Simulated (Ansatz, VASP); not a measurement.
PtS2 in VASP and in Ansatz

```xyz
3
Lattice="3.5432 0.0000 0.0000 -1.7716 3.0685 0.0000 0.0000 0.0000 5.0388" Properties=species:S:1:pos:R:3 pbc="T T T"
Pt    0.0000    0.0000    0.0000
S     1.7716    1.0228    3.8950
S     0.0000    2.0457    1.1438
```

Alike in both runs: task relaxation of cell and atoms; functional PBEsol; k mesh 9 × 9 × 5; occupations fermi-dirac, width 0.05 eV; no spin polarisation.

|  | VASP | Ansatz |
| --- | --- | --- |
| version | VASP 6.6.1 | Ansatz 0.2.0 |
| potentials or method | VASP PAW PBE potentials, release 64 (Pt, S) | Ansatz PAW |
| plane-wave cutoff (eV) | 600 | 420 |
| valence electrons in the cell | 22 | 30 |

```tsv
	VASP	Ansatz	Ansatz less VASP
gap on the k mesh at the Fermi level, each at its own relaxed structure (eV)	0.36	0.28	-0.082
relaxed volume (Å³/atom)	17.64	17.52	-0.119
relaxed cell length with the largest relative difference (Å)	4.806	4.758	-0.0478
```

VASP's potentials were made for PBE, not for PBEsol. VASP's potentials hold 22 valence electrons a cell and Ansatz's 30, so a difference there can come from the potentials and not from the codes.

Spin-orbit coupling is off throughout. Noted on Ansatz's run: odd divisions of the mesh miss points on the zone boundary, where band edges often lie, so the gap on the mesh can be too wide; the plane-wave basis is chosen anew once the cell has moved, so the energies of steps on either side of that aren't comparable.
